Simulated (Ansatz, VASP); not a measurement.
# SiC in VASP and in Ansatz

```
CELL_PARAMETERS angstrom
0.00000 2.16449 2.16449
2.16449 0.00000 2.16449
2.16449 2.16449 0.00000
ATOMIC_POSITIONS crystal
Si 0.75000 0.75000 0.75000
C 0.00000 0.00000 0.00000
```

Alike in both runs: functional LDA; k mesh 10 × 10 × 10; occupations gaussian, width 0.02 eV; no spin polarisation.

Ansatz relaxed the structure, and its values are those at the end. VASP's run is a single point on that final structure, the one shown.

|  | VASP | Ansatz |
| --- | --- | --- |
| version | VASP 6.6.1 | Ansatz 0.2.0 |
| potentials or method | VASP PAW LDA potentials, release 64 (Si, C), cutoff 520 eV | scalar-relativistic, plane waves, PAW |
| valence electrons in the cell | 8 | 8 |

Ansatz gave:

```
gap on the k mesh at the Fermi level (eV) : 1.30
least direct gap on the mesh (eV)         : 4.54
pressure (GPa)                            : 0.0
```

Problem. What did VASP give for the same quantities?

Solution. gap on the k mesh at the Fermi level (eV): 1.29; least direct gap on the mesh (eV): 4.52; pressure (GPa): 0.4.

Ansatz warns that its potentials were made for another functional, while VASP's fit it. LDA's correlation is that of Perdew and Zunger in VASP and of Perdew and Wang (1992) in Ansatz.
